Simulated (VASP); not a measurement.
Input of a VASP 6.6.1 run:

INCAR

```
SYSTEM = Nd2H3
PREC = Accurate
ENCUT = 500
EDIFF = 1E-7
ISMEAR = 0
SIGMA = 0.2
LREAL = .False.
LASPH = .True.
NELM = 200
ALGO = Normal
ISIF = 3
LWAVE = .False.
LCHARG = .False.
GGA = PE
IBRION = 2
NSW = 36
EDIFFG = -0.08
GGA_COMPAT = .False.
NELMIN = 4
LMAXMIX = 6
```

KPOINTS

```
Automatic mesh
0
Gamma
  4 4 2
  0 0 0
```

File POSCAR:

```
Nd2H3
1.0
    3.1174164100     -3.6523531600      0.0000000000
    3.1174164100      3.6523531600      0.0000000000
    0.0000000000      0.0000000000      8.2175304700
Nd H
4 6
Direct
    0.5000000000      0.5000000000      0.2118435300
    0.5000000000      0.5000000000      0.7881564700
    0.7409385700      0.7409385700      0.5000000000
    0.2590614300      0.2590614300      0.5000000000
    0.0000000000      0.0000000000      0.0000000000
    0.7162884900      0.2837115100      0.5000000000
    0.2837115100      0.7162884900      0.5000000000
    0.0000000000      0.0000000000      0.7523739600
    0.0000000000      0.0000000000      0.2476260400
    0.5000000000      0.5000000000      0.0000000000
```

Potentials or basis: VASP PAW PBE potentials, release 64 (Nd_3, H), 4f in core.

Run with:

```sh
$ cat potpaw_PBE.64/Nd_3/POTCAR potpaw_PBE.64/H/POTCAR > POTCAR
$ mpirun -np 1 vasp_std > vasp.out
```

What does it give for the relaxed cell?

a = 4.674 Å, b = 4.674 Å, c = 9.491 Å, α = 90.00°, β = 90.00°, γ = 74.92°.

Predict the relaxed volume.

20.02 Å³/atom.

Predict the band gap on the k mesh.

zero (bands 25 and 26 overlap by 0.26 eV).

What does it give for the space group after relaxing (to 0.1 Å)?

Cmmm (No. 65).

Forces on the atoms (eV/Å):
```
Nd   0.000  0.000 -0.068
Nd   0.000  0.000  0.068
Nd  -0.001  0.000  0.000
Nd   0.001  0.000  0.000
H    0.000  0.000  0.000
H    0.000 -0.039  0.000
H    0.000  0.039  0.000
H    0.000  0.000  0.026
H    0.000  0.000 -0.026
H    0.000  0.000  0.000
```

Caveat: the k points lie up to 0.35 Å⁻¹ apart in the final cell; a cell axis changed by over 15 % at a fixed basis, so the end point is rough; spin-orbit coupling is left out, which moves the levels of the heavy elements; the 4f electrons are frozen in the core, so they carry no moment and show no levels; the relaxation stopped at a loose force limit of 0.08 eV/Å, so its end isn't a converged minimum. Spin polarisation is off, so any magnetic state and its effect on volume and gap are missing.
